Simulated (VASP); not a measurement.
Write the native input for VASP 6.6.1 that does the following.

```
Task                   : single point
Functional             : r2SCAN
Potentials or basis    : VASP PAW PBE potentials, release 64 (Ca_sv)
Cutoff                 : 520 eV
k mesh                 : 14 × 14 × 14
Occupations            : gaussian, width 0.05 eV
Spin                   : no spin polarisation
Dipole correction      : no
Further INCAR settings : ALGO = Normal; EDIFF = 1e-06; NBANDS = 11
```

Ca:

```
Ca
1.0
     0.00000    2.75597    2.75597
     2.75597    0.00000    2.75597
     2.75597    2.75597    0.00000
Ca
1
Direct
  0.00000 0.00000 0.00000
```

The input as run:

POSCAR

```
Ca
1.0
    0.0000000000      2.7559684124      2.7559684124
    2.7559684124      0.0000000000      2.7559684124
    2.7559684124      2.7559684124      0.0000000000
Ca
1
Direct
    0.0000000000      0.0000000000      0.0000000000
```

INCAR.step1

```
PREC = Accurate
ENCUT = 520
ISMEAR = 0
SIGMA = 0.05
LREAL = F
LASPH = T
NELM = 100
NBANDS = 11
GGA = PE
ALGO = Normal
EDIFF = 1E-4
LWAVE = T
LCHARG = F
```

INCAR.step2

```
PREC = Accurate
ENCUT = 520
EDIFF = 1E-6
ISMEAR = 0
SIGMA = 0.05
LREAL = F
LASPH = T
NELM = 100
ALGO = Normal
ISIF = 2
LWAVE = F
LCHARG = F
METAGGA = R2SCAN
LMIXTAU = T
NBANDS = 11
ISTART = 1
```

KPOINTS

```
Automatic mesh
0
Gamma
  14 14 14
```

Potentials or basis: VASP PAW PBE potentials, release 64 (Ca_sv).

Launch:

```console
$ cat potpaw_PBE.64/Ca_sv/POTCAR > POTCAR
$ cp INCAR.step1 INCAR
$ mpirun -np 1 vasp_std > vasp.out
$ cp INCAR.step2 INCAR
$ mpirun -np 1 vasp_std > vasp.out
```

It gave:

| Quantity | Value |
| --- | --- |
| Pressure | 0.6 GPa |
| Band gap on the k mesh | zero (band 5 reaches 2.23 eV, above the bottom of band 6 at 1.75 eV) |

Caveat: the PAW data sets were made with another functional, which shifts forces and pressure a little.

It took 76 s on 1 thread of Intel(R) Xeon(R) 6975P-C (Granite Rapids), with other jobs on the host, peak memory 0.2 GiB.
